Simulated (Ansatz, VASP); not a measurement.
# CuI in VASP and in Ansatz

File INCAR:

```
ALGO = Normal
EDIFF = 1E-6
ENCUT = 520
GGA = PE
ISIF = 2
ISMEAR = -1
LASPH = True
LCHARG = False
LREAL = False
LWAVE = False
NBANDS = 16
NELM = 100
PREC = Accurate
SIGMA = 0.05
```

Contents of KPOINTS:

```
k-points
0
Gamma
  8 8 8
```

Contents of POSCAR:

```
CuI
1.0
    0.0000000000      2.9905287613      2.9905287613
    2.9905287613      0.0000000000      2.9905287613
    2.9905287613      2.9905287613      0.0000000000
I Cu
1 1
Direct
    0.0000000000      0.0000000000      0.0000000000
    0.7500000000      0.7500000000      0.7500000000
```

The input input.yaml:

```yaml
crystal:
  lattice:
    - [0.0, 2.9905287613, 2.9905287613]
    - [2.9905287613, 0.0, 2.9905287613]
    - [2.9905287613, 2.9905287613, 0.0]
  atoms:
    - { symbol: I, position: [0.0, 0.0, 0.0] }
    - { symbol: Cu, position: [0.75, 0.75, 0.75] }
hamiltonian:
  xc: pbe
  pseudopotentials: { kind: paw, azcp: { folder: soft_1 } }
kpoints:
  mp_grid: { grid: [8, 8, 8] }
scf:
  occupations: { method: fermi_dirac, width: 0.05 }
output:
  forces: true
  stress: true
  eigenvalues: true
  write_density: true
  write_potential: true
  elf: true
  volumetric_format: npy
```

Alike in both runs: task single point; functional PBE; k mesh 8 × 8 × 8; occupations fermi-dirac, width 0.05 eV; no spin polarisation.

```csv
,VASP,Ansatz
version,VASP 6.6.1,Ansatz 0.2.0
potentials or method,"VASP PAW PBE potentials, release 64 (I, Cu)",Ansatz PAW soft_1
plane-wave cutoff (eV),520,420
valence electrons in the cell,18,36
```

Ansatz gave:

| Property | Result |
| --- | --- |
| gap on the k mesh at the Fermi level (eV) | 1.23 |
| least direct gap on the mesh (eV) | 1.23 |
| pressure (GPa) | 2.1 |

**Question.** Which values does VASP return?

**Answer.** gap on the k mesh at the Fermi level (eV): 1.26; least direct gap on the mesh (eV): 1.26; pressure (GPa): 2.2.

VASP's potentials hold 18 valence electrons a cell and Ansatz's 36, so a difference there can come from the potentials and not from the codes.

Spin-orbit coupling is off throughout.
